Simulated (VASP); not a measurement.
Here is a VASP 6.6.1 calculation.

Contents of INCAR:

```
SYSTEM = InSb
ALGO = Normal
EDIFF = 1E-6
ENCUT = 520
GGA = PS
ISIF = 2
ISMEAR = 0
LASPH = .True.
LCHARG = .True.
LELF = .True.
LREAL = .False.
LVHAR = .True.
LWAVE = .False.
NBANDS = 16
NELM = 100
PREC = Accurate
SIGMA = 0.1
```

Contents of KPOINTS:

```
k-points
0
Gamma
  6 6 6
  0 0 0
```

File POSCAR:

```
InSb
1.0
    0.0000000000      3.2391000000      3.2391000000
    3.2391000000      0.0000000000      3.2391000000
    3.2391000000      3.2391000000      0.0000000000
In Sb
1 1
Direct
    0.0000000000      0.0000000000      0.0000000000
    0.2500000000      0.2500000000      0.2500000000
```

Potentials or basis: VASP PAW PBE potentials, release 64 (In_d, Sb).

Launch:

```bash
$ cat potpaw_PBE.64/In_d/POTCAR potpaw_PBE.64/Sb/POTCAR > POTCAR
$ mpirun -np 1 vasp_std > vasp.out
```

(1) Estimate the pressure.

(2) Predict the band gap on the k mesh.

Results:

(1) 0.9 GPa.

(2) zero (filled and empty bands touch).

Caveat: the PAW data sets were made with another functional, which shifts forces and pressure a little; spin-orbit coupling is left out, which moves the levels of the heavy elements.
